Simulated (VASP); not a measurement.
Write the native input for VASP 6.6.1 that does the following.

```yaml
Task: single point
Functional: PBE
Potentials_or_basis: VASP PAW PBE potentials, release 64 (Ti_sv, N)
Cutoff: 520 eV
k_mesh: 18 × 18 × 18
Occupations: gaussian, width 0.1 eV
Spin: no spin polarisation
Dipole_correction: no
Further_INCAR_settings: ALGO = Normal; EDIFF = 1e-07; NBANDS = 16
```

The structure of TiN (Osbornite) lies in POSCAR:

```
TiN
1.0
    0.0000000000      2.1233653586      2.1233653586
    2.1233653586      0.0000000000      2.1233653586
    2.1233653586      2.1233653586      0.0000000000
Ti N
1 1
Direct
    0.0000000000      0.0000000000      0.0000000000
    0.5000000000      0.5000000000      0.5000000000
```

These files were run (other wordings do the same):

INCAR

```
ALGO = Normal
EDIFF = 1E-7
ENCUT = 520
GGA = PE
ISIF = 2
ISMEAR = 0
LASPH = True
LCHARG = False
LREAL = False
LWAVE = False
NBANDS = 16
NELM = 60
PREC = Accurate
SIGMA = 0.1
```

KPOINTS

```
k-points
0
Gamma
  18 18 18
```

Potentials or basis: VASP PAW PBE potentials, release 64 (Ti_sv, N).

The run is started by

```bash
$ cat potpaw_PBE.64/Ti_sv/POTCAR potpaw_PBE.64/N/POTCAR > POTCAR
$ mpirun -np 1 vasp_std > vasp.out
```

It gave:

```
Pressure : 0.5 GPa
```

Run time: 22 s on 1 thread of Intel(R) Xeon(R) 6975P-C (Granite Rapids) (shared host), peak memory 0.18 GiB.
